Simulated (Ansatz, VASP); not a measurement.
**Two plane-wave programs on TaSi2**

```xyz
9
Lattice="4.7609 0.0000 0.0000 -2.3804 4.1230 0.0000 0.0000 0.0000 6.5558" Properties=species:S:1:pos:R:3 pbc="T T T"
Ta    2.3804   -0.3000    3.2779
Ta    0.9304    2.2115    5.4632
Ta   -0.9304    2.2115    1.0926
Si    0.0000    1.0861    3.2779
Si    3.4267    0.7703    5.4632
Si    1.4398    3.5800    1.0926
Si    2.3804    2.5825    3.2779
Si   -1.4398    3.5800    5.4632
Si    1.3341    0.7703    1.0926
```

Change from the starting cell: mode 4 (107.0 1/cm) frozen in, largest displacement -0.300 Å.

Alike in both runs: task single point; functional PBEsol; k mesh 12 × 12 × 6; occupations gaussian, width 0.15 eV; no spin polarisation.

```csv
,VASP,Ansatz
version,VASP 6.6.1,Ansatz 0.2.0
potentials or method,"VASP PAW PBE potentials, release 64 (Ta_pv, Si), cutoff 520 eV","scalar-relativistic, plane waves, PAW"
valence electrons in the cell,57,63
```

VASP gave:

- gap on the k mesh at the Fermi level (eV): none
- pressure (GPa): 2.2
- traceless stress, the component that is largest in VASP (GPa): 1.22
- rms of the force components (eV/Å): 0.878

**Question.** Which values does Ansatz return?

**Answer.** gap on the k mesh at the Fermi level (eV): none; pressure (GPa): 1.9; traceless stress, the component that is largest in VASP (GPa): 1.18; rms of the force components (eV/Å): 0.878.

VASP's potentials were made for PBE, not for PBEsol. Atom by atom the forces differ by 0.002 eV/Å (rms over components). A gap of «none» marks a metal or a gap that the smearing closes. VASP's potentials hold 57 valence electrons a cell and Ansatz's 63, so a difference there can come from the potentials and not from the codes.

Spin-orbit coupling is off throughout.
